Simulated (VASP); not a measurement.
# Se (P3_121) in VASP: settings compared

Se is run at these levels: r2SCAN, HSE06, PBE-based screened hybrid with 50 % exact exchange; tasks: single point.

Everything below comes from runs of VASP 6.6.1. Logs are shortened: lines on timing, memory, paths and dates and some standing lists are left out, and cuts for length are marked.

## 1. The cell of the first run

The structure is trigonal, space group P3_121 (No. 152). The conventional cell has a = 4.293 Å, b = 4.293 Å, c = 5.041 Å, α = 90.00°, β = 90.00°, γ = 120.00°. Se (site symmetry 2) has 2 Se at 2.39 Å within 3.2 Å.

## 2. Single point, r2SCAN

Input file POSCAR:

```
Se
1.0
    4.2926573545      0.0000000000      0.0000000000
   -2.1463286772      3.7175503187      0.0000000000
    0.0000000000      0.0000000000      5.0408504812
Se
3
Direct
    0.2284670355      0.0000000000      0.3333333333
    0.0000000000      0.2284670355      0.6666666667
    0.7715329645      0.7715329645      0.0000000000
```

Input file INCAR.step1:

```
  PREC = Accurate
  ENCUT = 520
  ISMEAR = 0
  SIGMA = 0.5
  LREAL = False
  LASPH = True
  NELM = 100
  NBANDS = 16
  GGA = PE
  ALGO = Normal
  EDIFF = 1E-4
  LWAVE = True
  LCHARG = False
```

Input file INCAR.step2:

```
  PREC = Accurate
  ENCUT = 520
  EDIFF = 1E-7
  ISMEAR = 0
  SIGMA = 0.5
  LREAL = False
  LASPH = True
  NELM = 100
  ALGO = Normal
  ISIF = 2
  LWAVE = False
  LCHARG = False
  METAGGA = R2SCAN
  LMIXTAU = True
  NBANDS = 16
  ISTART = 1
```

Input file KPOINTS:

```
regular mesh
0
Gamma
  6 6 4
```

Potentials or basis: VASP PAW PBE potentials, release 64 (Se).

Run with:

```bash
$ cat potpaw_PBE.64/Se/POTCAR > POTCAR
$ cp INCAR.step1 INCAR
$ mpirun -np 1 vasp_std > vasp.out
$ cp INCAR.step2 INCAR
$ mpirun -np 1 vasp_std > vasp.out
```

OUTCAR:

```text
PREC = Accurate
   ENCUT = 520
   EDIFF = 1E-7
   ISMEAR = 0
   LREAL = False
   LASPH = True
   NELM = 100
   ISIF = 2
   METAGGA = R2SCAN
   ISTART = 1

 ion  position               nearest neighbor table
   1  0.228  0.000  0.333-   3 2.39   2 2.39
   2  0.000  0.228  0.667-   3 2.39   1 2.39
   3  0.772  0.772  0.000-   2 2.39   1 2.39

  LATTYP: Found a hexagonal cell.
 ALAT       =     4.2926573545
 C/A-ratio  =     1.1742960281

  Lattice vectors:

 A1 = (   4.2926573545,   0.0000000000,   0.0000000000)
 A2 = (  -2.1463286772,   3.7175503187,   0.0000000000)
 A3 = (   0.0000000000,   0.0000000000,   5.0408504812)

Analysis of symmetry for initial positions (statically):
=====================================================================
 Subroutine PRICEL returns:
 Original cell was already a primitive cell.

 Routine SETGRP: Setting up the symmetry group for a
 hexagonal supercell.

 Subroutine GETGRP returns: Found  6 space group operations
 (whereof  2 operations were pure point group operations)
 out of a pool of 24 trial point group operations.

The static configuration has the point symmetry C_2 .
 The point group associated with its full space group is D_3 .

Analysis of symmetry for dynamics (positions and initial velocities):
=====================================================================
 Subroutine PRICEL returns:
 Original cell was already a primitive cell.

 Routine SETGRP: Setting up the symmetry group for a
 hexagonal supercell.

 Subroutine GETGRP returns: Found  6 space group operations
 (whereof  2 operations were pure point group operations)
 out of a pool of 24 trial point group operations.

The dynamic configuration has the point symmetry C_2 .
 The point group associated with its full space group is D_3 .

 Subroutine INISYM returns: Found  6 space group operations
 (whereof  2 operations are pure point group operations),
 and found     1 'primitive' translations

----------------------------------------------------------------------------------------

                                     Primitive cell

  volume of cell :      80.4427

  direct lattice vectors                    reciprocal lattice vectors
     4.292657355  0.000000000  0.000000000     0.232955933  0.134497171  0.000000000
    -2.146328677  3.717550319  0.000000000     0.000000000  0.268994342  0.000000000
     0.000000000  0.000000000  5.040850481     0.000000000  0.000000000  0.198379223

  length of vectors
     4.292657355  4.292657354  5.040850481     0.268994342  0.268994342  0.198379223

  position of ions in fractional coordinates (direct lattice)
     0.228467036  0.000000000  0.333333333
     0.000000000  0.228467036  0.666666667
     0.771532964  0.771532964  0.000000000

  ion indices of the primitive-cell ions
   primitive index   ion index
                 1           1
                 2           2
                 3           3

----------------------------------------------------------------------------------------

 KPOINTS: regular mesh

Automatic generation of k-mesh.
 Grid dimensions read from file:
 generate k-points for:    6    6    4

 Generating k-lattice:

  Cartesian coordinates                     Fractional coordinates (reciprocal lattice)
     0.038825989  0.022416195  0.000000000     0.166666667  0.000000000  0.000000000
     0.000000000  0.044832390  0.000000000     0.000000000  0.166666667  0.000000000
     0.000000000  0.000000000  0.049594806     0.000000000  0.000000000  0.250000000

  Length of vectors
     0.044832390  0.044832390  0.049594806

  Shift w.r.t. Gamma in fractional coordinates (k-lattice)
     0.000000000  0.000000000  0.000000000

 Subroutine IBZKPT returns following result:
 ===========================================

 Found     24 irreducible k-points:

 Following reciprocal coordinates:
            Coordinates               Weight
  0.000000  0.000000  0.000000      1.000000
  0.166667  0.000000  0.000000      6.000000
  0.333333 -0.000000  0.000000      6.000000
  0.500000  0.000000  0.000000      3.000000
  0.166667  0.166667  0.000000      6.000000
  0.333333  0.166667  0.000000     12.000000
[... 16 lines left out ...]
  0.333333  0.166667  0.500000     12.000000
  0.333333  0.333333  0.500000      2.000000
   k-points           NKPTS =     24   k-points in BZ     NKDIM =     24   number of bands    NBANDS=     16
   number of dos      NEDOS =    301   number of ions     NIONS =      3
   total plane-waves  NPLWV =  40960
   dimension x,y,z NGX =    32 NGY =   32 NGZ =   40
   dimension x,y,z NGXF=    64 NGYF=   64 NGZF=   80
   ions per type =               3
   NGX,Y,Z   is equivalent  to a cutoff of  12.39, 12.39, 13.19 a.u.
   NGXF,Y,Z  is equivalent  to a cutoff of  24.79, 24.79, 26.38 a.u.
 SYSTEM =  unknown system
   PREC   = accura    normal or accurate (medium, high low for compatibility)
   ISTART =      1    job   : 0-new  1-cont  2-samecut
   ICHARG =      0    charge: 1-file 2-atom 10-const
   ISPIN  =      1    spin polarized calculation?
   LNONCOLLINEAR =      F non collinear calculations
   LSORBIT =      F    spin-orbit coupling
   LASPH  =      T    aspherical Exc in radial PAW
   ENCUT  =  520.0 eV  38.22 Ry    6.18 a.u.   7.98  7.98  9.37*2*pi/ulx,y,z
   NELM   =    100;   NELMIN=  2; NELMDL=  0     # of ELM steps
   EDIFF  = 0.1E-06   stopping-criterion for ELM
   LREAL  =      F    real-space projection
   EDIFFG = 0.1E-05   stopping-criterion for IOM
   NSW    =      0    number of steps for IOM
   IBRION =     -1    ionic relax: 0-MD 1-quasi-New 2-CG
   NFREE  =      0    steps in history (QN), initial steepest desc. (CG)
   ISIF   =      2    stress and relaxation
   ISYM   =      2    0-nonsym 1-usesym 2-fastsym
   POTIM  = 0.5000    time-step for ionic-motion
   TEBEG  =    0.0;   TEEND  =   0.0 temperature during run
   PSTRESS=    0.0 pullay stress
   NELECT =      18.0000    total number of electrons
   NUPDOWN=      -1.0000    fix difference up-down
   EMIN   =  10.00;   EMAX   =-10.00  energy-range for DOS
   EFERMI =   0.00;   METHOD = LEGACY
   ISMEAR =     0;   SIGMA  =   0.50  broadening in eV -4-tet -1-fermi 0-gaus
   EFERMI_NEDOS =   21; number of points for ismear=-14 and -15
   IALGO  =     38    algorithm
   IMIX   =      4    mixing-type and parameters
     AMIX     =   0.40;   BMIX     =  1.00
     AMIX_MAG =   1.60;   BMIX_MAG =  1.00
  volume/ion in A,a.u.               =      26.81       180.95
  Fermi-wavevector in a.u.,A,eV,Ry     =   0.993886  1.878173 13.439970  0.987810
  Thomas-Fermi vector in A             =   2.125799
   LORBIT       =      0    0 simple, 1 ext, 2 COOP (PROOUT), +10 PAW based schemes
   METAGGA = R2SCAN    functional components
   LHFCALC =     F    Hartree Fock is set to
   AEXX    =    0.0000 exact exchange contribution
   IVDW    =     0    specifies the selected vdW correction
   LEPSILON=     F    determine dielectric tensor
   LRPA    =     F    only Hartree local field effects (RPA)
 non-spin polarized calculation
 Gauss-broadening in eV      SIGMA  =   0.50
  energy-cutoff  :      520.00
  volume of cell :       80.44
 maximum number of plane-waves:      2184
   NGX = 15   NGY = 15   NGZ = 19

 number of electron      17.9999999 magnetization

 Free energy of the ion-electron system (eV)
  ---------------------------------------------------
  ext. energy  EPLUGINS =         0.00000000
  ---------------------------------------------------
  free energy    TOTEN  =       -42.90677402 eV

  energy without entropy =      -42.89910857  energy(sigma->0) =      -42.90294129

 E-fermi :   3.1390     XC(G=0):  -9.3787

 val. band max:        2.5317037111   @ k =   0.5000   0.0000   0.5000
 cond. band min:       3.5966041875   @ k =   0.3333   0.3333   0.5000
 fundamental gap:      1.0649004765
 Fermi energy:         3.1390259424

 k-point     1 :       0.0000    0.0000    0.0000
  band No.  band energies     occupation
      1     -13.9102      2.00000
      2      -9.6401      2.00000
      3      -9.6401      2.00000
      4      -1.3343      2.00000
      5      -1.3343      2.00000
      6      -1.2533      2.00000
[... 8 lines left out ...]
     15       9.4576      0.00000
     16      11.4792      0.00000

 k-point     2 :       0.1667    0.0000    0.0000
  band No.  band energies     occupation
      1     -13.7877      2.00000
      2      -9.7383      2.00000
      3      -9.6215      2.00000
      4      -2.1300      2.00000
      5      -1.7054      2.00000
      6      -1.0939      2.00000
[... 8 lines left out ...]
     15      10.5538      0.00000
     16      11.4674      0.00000

 k-point     3 :       0.3333   -0.0000    0.0000
  band No.  band energies     occupation
      1     -13.5065      2.00000
      2     -10.0014      2.00000
      3      -9.5827      2.00000
      4      -2.7292      2.00000
      5      -2.1671      2.00000
      6      -1.1806      2.00000
[... 8 lines left out ...]
     15      11.8177      0.00000
     16      12.6587      0.00000

 k-point     4 :       0.5000    0.0000    0.0000
  band No.  band energies     occupation
      1     -13.3403      2.00000
      2     -10.1738      2.00000
      3      -9.5625      2.00000
      4      -2.8547      2.00000
      5      -2.3583      2.00000
      6      -1.0275      2.00000
[... 8 lines left out ...]
     15      13.1531      0.00000
     16      13.2296      0.00000
[... 324 lines left out ...]
 k-point    22 :       0.1667    0.1667    0.5000
  band No.  band energies     occupation
      1     -12.5040      2.00000
      2     -12.4312      2.00000
      3      -7.9535      2.00000
      4      -3.0712      2.00000
      5      -1.7929      2.00000
      6      -1.6961      2.00000
[... 8 lines left out ...]
     15      11.2481      0.00000
     16      11.6307      0.00000

 k-point    23 :       0.3333    0.1667    0.5000
  band No.  band energies     occupation
      1     -12.3474      2.00000
      2     -12.2307      2.00000
      3      -8.3960      2.00000
      4      -3.4643      2.00000
      5      -2.2988      2.00000
      6      -2.1631      2.00000
[... 8 lines left out ...]
     15      11.5770      0.00000
     16      12.4435      0.00000

 k-point    24 :       0.3333    0.3333    0.5000
  band No.  band energies     occupation
      1     -12.2274      2.00000
      2     -12.2274      2.00000
      3      -8.5177      2.00000
      4      -3.4334      2.00000
      5      -2.6106      2.00000
      6      -2.6106      2.00000
[... 8 lines left out ...]
     15      11.6606      0.00000
     16      11.6606      0.00000

------------------------ aborting loop because EDIFF is reached ----------------------------------------

  FORCE on cell =-STRESS in cart. coord.  units (eV):
  Direction    XX          YY          ZZ          XY          YZ          ZX
  --------------------------------------------------------------------------------------
  -------------------------------------------------------------------------------------
  Total        0.4353748      0.4353748      0.3659074      0.0000000     -0.0000000     -0.0000000
  in kB        8.6713555      8.6713555      7.2877744      0.0000000     -0.0000000     -0.0000000
  external PRESSURE =       8.2101618 kB  Pullay stress =       0.0000000 kB

 VOLUME and BASIS-vectors are now :
 -----------------------------------------------------------------------------
  energy-cutoff  :      520.00
  volume of cell :       80.44
      direct lattice vectors                 reciprocal lattice vectors
     4.292657355  0.000000000  0.000000000     0.232955933  0.134497171  0.000000000
    -2.146328677  3.717550319  0.000000000     0.000000000  0.268994342  0.000000000
     0.000000000  0.000000000  5.040850481     0.000000000  0.000000000  0.198379223

 POSITION                                       TOTAL-FORCE (eV/Angst)
 -----------------------------------------------------------------------------------
      0.98073      0.00000      1.68028        -0.041086      0.000000     -0.000000
     -0.49037      0.84934      3.36057         0.020543     -0.035582      0.000000
      1.65596      2.86821      0.00000         0.020543      0.035582      0.000000
 -----------------------------------------------------------------------------------
    total drift:                               -0.000001     -0.000001     -0.000000

  FREE ENERGIE OF THE ION-ELECTRON SYSTEM (eV)
  ---------------------------------------------------
  free  energy   TOTEN  =       -42.9067740169 eV

  energy  without entropy=      -42.8991085662  energy(sigma->0) =      -42.90294129
```

It took 92 s on 1 thread of AMD EPYC 7R13 (Zen 3), shared host; peak memory 0.17 GiB.

What came out:

- Free energy: -42.9068 eV
- Pressure: 0.8 GPa
- Largest force: 0.041 eV/Å
- Band gap on the k mesh: 1.06 eV (least direct gap 1.23 eV)

Forces in eV/Å, atoms in the order of the input:
```
Se  -0.041  0.000  0.000
Se   0.021 -0.036  0.000
Se   0.021  0.036  0.000
```

Stress tensor (GPa, compression positive):
```
0.87 0.00 0.00
0.00 0.87 0.00
0.00 0.00 0.73
```

Levels at points of the mesh, in eV from the valence-band top:
```csv
k point,band 5,band 6,band 7,band 8,band 9,band 10,band 11,band 12,band 13,band 14
"(0.00, 0.00, 0.00)",-3.87,-3.79,-2.06,-2.06,-0.44,2.00,2.00,2.43,6.92,6.92
"(0.50, 0.00, 0.00)",-4.89,-3.56,-3.07,-1.79,-1.06,2.08,2.50,4.41,5.56,8.42
"(0.00, 0.00, 0.50)",-3.39,-3.39,-1.52,-1.52,-1.29,1.35,1.48,1.48,6.66,7.81
"(0.50, 0.00, 0.50)",-4.56,-4.32,-2.00,-1.54,0.00,1.71,3.02,3.09,6.64,8.38
```

Caveat: the PAW data sets were made with another functional, which shifts forces and pressure a little.

[end of part 1 of 2]
